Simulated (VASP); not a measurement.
# SnGe2 (P-3m1) in VASP: a series of runs, part 2 of 2

VASP 6.6.1.

### 3 Relaxation of cell and atoms, PBE

This run uses another cell than the first one, of 28.10 Å³/atom.

Input file INCAR:

```
SYSTEM = SnGe2
ALGO = Fast
EDIFF = 1E-6
EDIFFG = -0.01
ENCUT = 600
GGA = PE
IBRION = 2
ISIF = 3
ISMEAR = 0
LASPH = .TRUE.
LCHARG = .FALSE.
LREAL = .FALSE.
LWAVE = .FALSE.
NELM = 60
NSW = 100
PREC = Accurate
SIGMA = 0.1
```

Input file KPOINTS:

```
k-points
0
G
  12 12 4
  0 0 0
```

Input file POSCAR:

```
SnGe2
1.0
    4.3154283441      0.0000000000      0.0000000000
   -2.1577141720      3.7372705742      0.0000000000
    0.0000000000      0.0000000000     10.4542738844
Sn Ge
2 4
Direct
    0.0000000000      0.0000000000      0.8624397638
    0.0000000000      0.0000000000      0.1375602362
    0.3333333333      0.6666666667      0.7734513059
    0.6666666667      0.3333333333      0.2265486941
    0.3333333333      0.6666666667      0.5341877618
    0.6666666667      0.3333333333      0.4658122382
```

Potentials or basis: VASP PAW PBE potentials, release 64 (Sn_d, Ge_d).

On the command line:

```sh
> cat potpaw_PBE.64/Sn_d/POTCAR potpaw_PBE.64/Ge_d/POTCAR > POTCAR
> mpirun -np 1 vasp_std > vasp.out
```

OUTCAR:

```text
SYSTEM = SnGe2
   EDIFF = 1E-6
   EDIFFG = -0.01
   ENCUT = 600
   GGA = PE
   IBRION = 2
   ISIF = 3
   ISMEAR = 0
   LASPH = .TRUE.
   LREAL = .FALSE.
   NELM = 60
   NSW = 100
   PREC = Accurate

 ion  position               nearest neighbor table
   1  0.000  0.000  0.862-   3 2.66   3 2.66   3 2.66   2 2.88
   2  0.000  0.000  0.138-   4 2.66   4 2.66   4 2.66   1 2.88
   3  0.333  0.667  0.773-   5 2.50   1 2.66   1 2.66   1 2.66
   4  0.667  0.333  0.227-   6 2.50   2 2.66   2 2.66   2 2.66
   5  0.333  0.667  0.534-   3 2.50   6 2.59   6 2.59   6 2.59
   6  0.667  0.333  0.466-   4 2.50   5 2.59   5 2.59   5 2.59

  LATTYP: Found a hexagonal cell.
 ALAT       =     4.3154283441
 C/A-ratio  =     2.4225344626

  Lattice vectors:

 A1 = (   4.3154283441,   0.0000000000,   0.0000000000)
[... 395 lines left out ...]
  ---------------------------------------------------
  free energy    TOTEN  =       -25.51776873 eV

  energy without entropy =      -25.51551213  energy(sigma->0) =      -25.51664043

 E-fermi :   4.7028     XC(G=0):  -9.2434

 val. band max:        4.7019401424   @ k =   0.0000   0.0000   0.2500
 cond. band min:       4.7225468968   @ k =   0.0833   0.0000   0.2500
 fundamental gap:      0.0206067544
 Fermi energy:         4.7027782354

 k-point     1 :       0.0000    0.0000    0.0000
  band No.  band energies     occupation
      1     -20.1183      2.00000
      2     -20.1183      2.00000
      3     -20.0845      2.00000
      4     -20.0773      2.00000
      5     -20.0773      2.00000
      6     -20.0538      2.00000
[... 1261 lines left out ...]
     49       8.3636      0.00000
     50       8.5537      0.00000

 [... further k-points ...]

------------------------ aborting loop because EDIFF is reached ----------------------------------------

  FORCE on cell =-STRESS in cart. coord.  units (eV):
  Direction    XX          YY          ZZ          XY          YZ          ZX
  --------------------------------------------------------------------------------------
  -------------------------------------------------------------------------------------
  Total       -0.0079921     -0.0079921     -0.0002342     -0.0000000      0.0000000      0.0000000
  in kB       -0.0762069     -0.0762069     -0.0022335     -0.0000000      0.0000000      0.0000000
  external PRESSURE =      -0.0515491 kB  Pullay stress =       0.0000000 kB
[... 21 lines left out ...]
  FREE ENERGIE OF THE ION-ELECTRON SYSTEM (eV)
  ---------------------------------------------------
  free  energy   TOTEN  =       -25.5177687274 eV

  energy  without entropy=      -25.5155121346  energy(sigma->0) =      -25.51664043

 reached required accuracy - stopping structural energy minimisation
```

OSZICAR:

```text
N       E                     dE             d eps       ncg     rms          rms(c)
DAV:   1     0.967364437909E+03    0.96736E+03   -0.44573E+04  7850   0.420E+03
DAV:   2     0.188626299787E+03   -0.77874E+03   -0.75887E+03  6900   0.104E+03
DAV:   3    -0.853576042557E+01   -0.19716E+03   -0.19426E+03  7320   0.289E+02
DAV:   4    -0.252812120687E+02   -0.16745E+02   -0.16607E+02  8040   0.944E+01
[... 90 lines left out ...]
       N       E                     dE             d eps       ncg     rms          rms(c)
DAV:   1    -0.255177752080E+02   -0.44687E-05   -0.47225E-04  9936   0.161E-01    0.152E-02
RMM:   2    -0.255177708205E+02    0.43875E-05   -0.14534E-05  8014   0.364E-02    0.758E-03
RMM:   3    -0.255177692328E+02    0.15876E-05   -0.67394E-06  7320   0.224E-02    0.172E-03
RMM:   4    -0.255177687274E+02    0.50547E-06   -0.16349E-06  4107   0.106E-02
  12 F= -.25517769E+02 E0= -.25516640E+02  d E =-.435643E-04
```

CONTCAR:

```text
SnGe2
   1.00000000000000
     4.2922203634744607   -0.0000000000003124   -0.0000000000000000
    -2.1461101816877699    3.7171718734079353   -0.0000000000000000
     0.0000000000000000    0.0000000000000000   10.5313286077918757
  Sn              Ge
     2     4
Direct
     0.0000000000000000    0.0000000000000000    0.8634907954969401
     0.0000000000000000    0.0000000000000000    0.1365092045030597
     0.3333333332999970    0.6666666667000030    0.7732584751475653
     0.6666666667000030    0.3333333332999970    0.2267415248524348
     0.3333333332999970    0.6666666667000030    0.5362148602126692
     0.6666666667000030    0.3333333332999970    0.4637851397873308

  0.00000000E+00  0.00000000E+00  0.00000000E+00
  0.00000000E+00  0.00000000E+00  0.00000000E+00
  0.00000000E+00  0.00000000E+00  0.00000000E+00
  0.00000000E+00  0.00000000E+00  0.00000000E+00
  0.00000000E+00  0.00000000E+00  0.00000000E+00
  0.00000000E+00  0.00000000E+00  0.00000000E+00
```

It took 88 min on 1 thread of AMD EPYC 9755, shared host; peak memory 0.69 GiB.

Results:

- Free energy: -25.5178 eV
- Relaxed volume: 28.00 Å³/atom
- Relaxed cell: a = 4.292 Å, b = 4.292 Å, c = 10.531 Å, α = 90.00°, β = 90.00°, γ = 120.00°
- Space group after relaxing (to 0.1 Å): P-3m1 (No. 164)
- Energy gained by relaxing: 1.3 meV/atom
- Ionic steps: 12
- Pressure after relaxing: 0.0 GPa
- Largest force after relaxing: 0.009 eV/Å
- Band gap on the k mesh: zero (bands 42 and 43 overlap by 0.27 eV)

Forces in eV/Å, atoms in the order of the input:
```
Sn   0.000  0.000  0.008
Sn   0.000  0.000 -0.008
Ge   0.000  0.000  0.008
Ge   0.000  0.000 -0.008
Ge   0.000  0.000  0.009
Ge   0.000  0.000 -0.009
```

The path:
```tsv
step	energy change (eV)	largest force (eV/Å)	pressure (GPa)	volume (Å³)
1	0.0000	0.1648	-0.18	168.61
2	-0.0045	0.1134	0.04	167.83
3	-0.0059	0.0819	0.25	167.17
4	-0.0076	0.0264	-0.03	168.05
5	-0.0076	0.0281	0.02	168.04
6	-0.0077	0.0136	-0.17	168.12
7	-0.0077	0.0193	-0.03	168.11
8	-0.0077	0.0154	0.00	168.11
9	-0.0077	0.0145	-0.03	168.12
10	-0.0077	0.0150	-0.02	168.12
11	-0.0077	0.0062	0.09	168.01
12	-0.0077	0.0091	-0.01	168.03
```

Final structure:
```
Sn Ge
1.0
     4.29222    0.00000    0.00000
    -2.14611    3.71717    0.00000
     0.00000    0.00000   10.53133
Sn Ge
2 4
Direct
  0.00000 0.00000 0.86349
  0.00000 0.00000 0.13651
  0.33333 0.66667 0.77326
  0.66667 0.33333 0.22674
  0.33333 0.66667 0.53621
  0.66667 0.33333 0.46379
```

Caveat: semilocal functionals underestimate gaps, and a narrow one can read as zero; spin-orbit coupling is left out, which moves the levels of the heavy elements.

The gap in the log of VASP goes by the Fermi energy; the results here count the filled bands.